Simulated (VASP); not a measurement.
# CuI (Marshite) (F-43m) in VASP: settings compared

Aim: see how the results for CuI (Marshite) move with the level of theory and the settings. Levels: r2SCAN, PBE. Tasks: relaxation of cell and atoms, single point.

Program: VASP 6.6.1. These are calculated values, not measurements. Logs are shortened: lines on timing, memory, paths and dates and some standing lists are left out, and cuts for length are marked.

## (1) The cell of the first run

The structure is cubic, space group F-43m (No. 216). The conventional cell has a = 6.079 Å, b = 6.079 Å, c = 6.079 Å, α = 90.00°, β = 90.00°, γ = 90.00°. Cu (site symmetry -43m) has 4 I at 2.63 Å within 3.5 Å. I (site symmetry -43m) has 4 Cu at 2.63 Å within 3.5 Å.

## (2) Relaxation of cell and atoms, r2SCAN

The input, POSCAR:

```
CuI
1.0
    0.0000000000      3.0394494631      3.0394494631
    3.0394494631      0.0000000000      3.0394494631
    3.0394494631      3.0394494631      0.0000000000
Cu I
1 1
Direct
    0.2500000000      0.2500000000      0.2500000000
    0.0000000000      0.0000000000      0.0000000000
```

The input, INCAR.step1:

```
PREC = Accurate
ENCUT = 600
ISMEAR = -1
SIGMA = 0.02
LREAL = F
LASPH = T
NELM = 80
GGA = PE
ALGO = Normal
EDIFF = 1E-4
LWAVE = T
LCHARG = F
```

The input, INCAR.step2:

```
PREC = Accurate
ENCUT = 600
EDIFF = 1E-6
ISMEAR = -1
SIGMA = 0.02
LREAL = F
LASPH = T
NELM = 80
ALGO = Normal
ISIF = 3
LWAVE = F
LCHARG = F
METAGGA = R2SCAN
LMIXTAU = T
IBRION = 2
NSW = 80
EDIFFG = -0.005
ISTART = 1
```

The input, KPOINTS:

```
regular mesh
0
Gamma
  6 6 6
```

Potentials or basis: VASP PAW PBE potentials, release 64 (Cu, I).

The run is started by

```console
cat potpaw_PBE.64/Cu/POTCAR potpaw_PBE.64/I/POTCAR > POTCAR
cp INCAR.step1 INCAR
mpirun -np 1 vasp_std > vasp.out
cp INCAR.step2 INCAR
mpirun -np 1 vasp_std > vasp.out
```

OUTCAR:

```text
PREC = Accurate
   ENCUT = 600
   EDIFF = 1E-6
   ISMEAR = -1
   LREAL = F
   LASPH = T
   NELM = 80
   ISIF = 3
   METAGGA = R2SCAN
   IBRION = 2
   NSW = 80
   EDIFFG = -0.005
   ISTART = 1

 ion  position               nearest neighbor table
   1  0.250  0.250  0.250-   2 2.63   2 2.63   2 2.63   2 2.63
   2  0.000  0.000  0.000-   1 2.63   1 2.63   1 2.63   1 2.63

  LATTYP: Found a face centered cubic cell.
 ALAT       =     6.0788989262

  Lattice vectors:

 A1 = (   0.0000000000,   3.0394494631,   3.0394494631)
 A2 = (   3.0394494631,   0.0000000000,   3.0394494631)
 A3 = (   3.0394494631,   3.0394494631,   0.0000000000)

Analysis of symmetry for initial positions (statically):
=====================================================================
 Subroutine PRICEL returns:
 Original cell was already a primitive cell.

 Routine SETGRP: Setting up the symmetry group for a
 face centered cubic supercell.

 Subroutine GETGRP returns: Found 24 space group operations
 (whereof 24 operations were pure point group operations)
 out of a pool of 48 trial point group operations.

The static configuration has the point symmetry T_d .

Analysis of symmetry for dynamics (positions and initial velocities):
=====================================================================
 Subroutine PRICEL returns:
 Original cell was already a primitive cell.

 Routine SETGRP: Setting up the symmetry group for a
 face centered cubic supercell.

 Subroutine GETGRP returns: Found 24 space group operations
 (whereof 24 operations were pure point group operations)
 out of a pool of 48 trial point group operations.

The dynamic configuration has the point symmetry T_d .

 Subroutine INISYM returns: Found 24 space group operations
 (whereof 24 operations are pure point group operations),
 and found     1 'primitive' translations

----------------------------------------------------------------------------------------

                                     Primitive cell

  volume of cell :      56.1584

[... 139 lines left out ...]

 VOLUME and BASIS-vectors are now :
 -----------------------------------------------------------------------------
  energy-cutoff  :      600.00
  volume of cell :       56.16
      direct lattice vectors                 reciprocal lattice vectors
     0.000000000  3.039449463  3.039449463    -0.164503475  0.164503475  0.164503475
     3.039449463  0.000000000  3.039449463     0.164503475 -0.164503475  0.164503475
     3.039449463  3.039449463  0.000000000     0.164503475  0.164503475 -0.164503475

 POSITION                                       TOTAL-FORCE (eV/Angst)
 -----------------------------------------------------------------------------------
      1.51972      1.51972      1.51972         0.000000      0.000000      0.000000
      0.00000      0.00000      0.00000        -0.000000     -0.000000     -0.000000
 -----------------------------------------------------------------------------------
    total drift:                               -0.000012     -0.000012     -0.000012

  FREE ENERGIE OF THE ION-ELECTRON SYSTEM (eV)
  ---------------------------------------------------
  free  energy   TOTEN  =       -35.7898493938 eV

  energy  without entropy=      -35.7898493938  energy(sigma->0) =      -35.78984939

--------------------------------------- Ionic step        2  -------------------------------------------

 number of electron      17.9999997 magnetization

 Free energy of the ion-electron system (eV)
  ---------------------------------------------------
  ext. energy  EPLUGINS =         0.00000000
  ---------------------------------------------------
  free energy    TOTEN  =       -35.79550045 eV

  energy without entropy =      -35.79550045  energy(sigma->0) =      -35.79550045

 E-fermi :   4.9355     XC(G=0):  -9.5590

 val. band max:        4.5033608548   @ k =   0.0000   0.0000   0.0000
 cond. band min:       6.1833551807   @ k =   0.0000   0.0000   0.0000
 fundamental gap:      1.6799943259
 Fermi energy:         4.9355123768

 k-point     1 :       0.0000    0.0000    0.0000
  band No.  band energies     occupation
      1     -10.1434      2.00000
      2       0.6005      2.00000
      3       0.6006      2.00000
      4       0.6006      2.00000
      5       2.5752      2.00000
      6       2.5752      2.00000
      7       4.5033      2.00000
      8       4.5034      2.00000
      9       4.5034      2.00000
     10       6.1834      0.00000
     11       9.7202      0.00000
     12       9.7203      0.00000
     13       9.7203      0.00000
[... 226 lines left out ...]
  band No.  band energies     occupation
      1      -9.3164      2.00000
      2      -1.0952      2.00000
      3      -0.0786      2.00000
      4       0.3975      2.00000
      5       2.5124      2.00000
      6       2.5215      2.00000
      7       2.6680      2.00000
      8       2.8514      2.00000
      9       3.1452      2.00000
     10       8.5870      0.00000
     11       8.7837      0.00000
     12      12.1041      0.00000
     13      12.1145      0.00000

------------------------ aborting loop because EDIFF is reached ----------------------------------------

  FORCE on cell =-STRESS in cart. coord.  units (eV):
  Direction    XX          YY          ZZ          XY          YZ          ZX
  --------------------------------------------------------------------------------------
  -------------------------------------------------------------------------------------
  Total        0.0076703      0.0076703      0.0076703      0.0000000      0.0000000      0.0000000
  in kB        0.2255134      0.2255134      0.2255134      0.0000000      0.0000000      0.0000000
  external PRESSURE =       0.2255134 kB  Pullay stress =       0.0000000 kB

 VOLUME and BASIS-vectors are now :
 -----------------------------------------------------------------------------
  energy-cutoff  :      600.00
  volume of cell :       54.49
      direct lattice vectors                 reciprocal lattice vectors
    -0.000000000  3.009119276  3.009119276    -0.166161576  0.166161576  0.166161576
     3.009119276 -0.000000000  3.009119276     0.166161576 -0.166161576  0.166161576
     3.009119276  3.009119276  0.000000000     0.166161576  0.166161576 -0.166161576

 POSITION                                       TOTAL-FORCE (eV/Angst)
 -----------------------------------------------------------------------------------
      1.50456      1.50456      1.50456        -0.000000     -0.000000     -0.000000
      6.01824      6.01824      6.01824         0.000000      0.000000      0.000000
 -----------------------------------------------------------------------------------
    total drift:                               -0.000009     -0.000009     -0.000009

  FREE ENERGIE OF THE ION-ELECTRON SYSTEM (eV)
  ---------------------------------------------------
  free  energy   TOTEN  =       -35.7955004538 eV

  energy  without entropy=      -35.7955004538  energy(sigma->0) =      -35.79550045

 reached required accuracy - stopping structural energy minimisation
```

Run time: 2.2 min. Hardware: 1 thread of Intel Xeon Platinum 8259CL at 2.50GHz (Skylake/Cascade Lake), shared host; peak memory 0.23 GiB.

What came out:

```yaml
Free_energy: -35.7955 eV
Relaxed_volume: 27.25 Å³/atom
Relaxed_cell: a = 4.256 Å, b = 4.256 Å, c = 4.256 Å, α = 60.00°, β = 60.00°, γ = 60.00°
Space_group_after_relaxing_to_0.05_Å: F-43m (No. 216)
Energy_gained_by_relaxing: 2.8 meV/atom
Ionic_steps: 2
Pressure_after_relaxing: 0.0 GPa
Band_gap_on_the_k_mesh: 1.68 eV, direct
```

Step by step:
| step | energy change (eV) | largest force (eV/Å) | pressure (GPa) | volume (Å³) |
| --- | --- | --- | --- | --- |
| 1 | 0.0000 | 0.0000 | -1.18 | 56.16 |
| 2 | -0.0057 | 0.0000 | 0.02 | 54.49 |

Final structure:
```yaml
crystal:
  lattice:
    - [0.00000, 3.00912, 3.00912]
    - [3.00912, 0.00000, 3.00912]
    - [3.00912, 3.00912, 0.00000]
  atoms:
    - { symbol: Cu, position: [0.25000, 0.25000, 0.25000] }
    - { symbol: I, position: [0.00000, 0.00000, 0.00000] }
```

Caveat: the PAW data sets were made with another functional, which shifts forces and pressure a little; spin-orbit coupling is left out, which moves the levels of the heavy elements.

## (3) Single point, PBE, non-collinear spin, zero start, spin-orbit coupling

This run uses another cell than the first one, of 27.33 Å³/atom, 0.973 times its volume.

The input, INCAR:

```
SYSTEM = CuI
PREC     = Accurate       ! precision mode
ENCUT    = 520            ! plane-wave cutoff, eV
EDIFF    = 1E-6           ! SCF threshold, eV
ISMEAR   = -1             ! smearing method
SIGMA    = 0.02           ! smearing width, eV
LREAL    = .False.        ! projectors in reciprocal space
LASPH    = .True.         ! aspherical terms in the spheres
NELM     = 150            ! most SCF steps
ALGO     = Normal         ! electronic algorithm
ISIF     = 2              ! what is computed and relaxed
LWAVE    = .False.        ! write WAVECAR
LCHARG   = .False.        ! write CHGCAR
MAGMOM   = 0 0 0 0 0 0    ! initial moments
LORBIT   = 11             ! projections on sites
LSORBIT  = .True.         ! spin-orbit coupling
GGA_COMPAT= .False.      
LORBMOM  = .True.       
LMAXMIX  = 4              ! l up to which the mixer works
GGA      = PE             ! functional
NBANDS   = 30             ! bands
```

The input, KPOINTS:

```
Automatic mesh
0
Gamma
  8 8 8
  0 0 0
```

The input, POSCAR:

```
CuI
1.0
    0.0000000000      3.0120426902      3.0120426902
    3.0120426902      0.0000000000      3.0120426902
    3.0120426902      3.0120426902      0.0000000000
Cu I
1 1
Direct
    0.2500000000      0.2500000000      0.2500000000
    0.0000000000      0.0000000000      0.0000000000
```

Potentials or basis: VASP PAW PBE potentials, release 64 (Cu, I).

The run is started by

```console
cat potpaw_PBE.64/Cu/POTCAR potpaw_PBE.64/I/POTCAR > POTCAR
mpirun -np 1 vasp_ncl > vasp.out
```

Run time: 2.8 min. Hardware: 1 thread of Intel Xeon Platinum 8259CL at 2.50GHz (Skylake/Cascade Lake), shared host; peak memory 0.36 GiB.

Results (log left out):

| Quantity | Value |
| --- | --- |
| Free energy | -5.6868 eV |
| Pressure | 1.6 GPa |
| Net moment | 0.00 μB per cell |
| Valence electrons inside the program's atomic spheres | Cu 9.94; I 4.31 |

Moments on the atoms (μB; x, y, z):
```
Cu  0.00 0.00 0.00
I   0.00 0.00 0.00
```
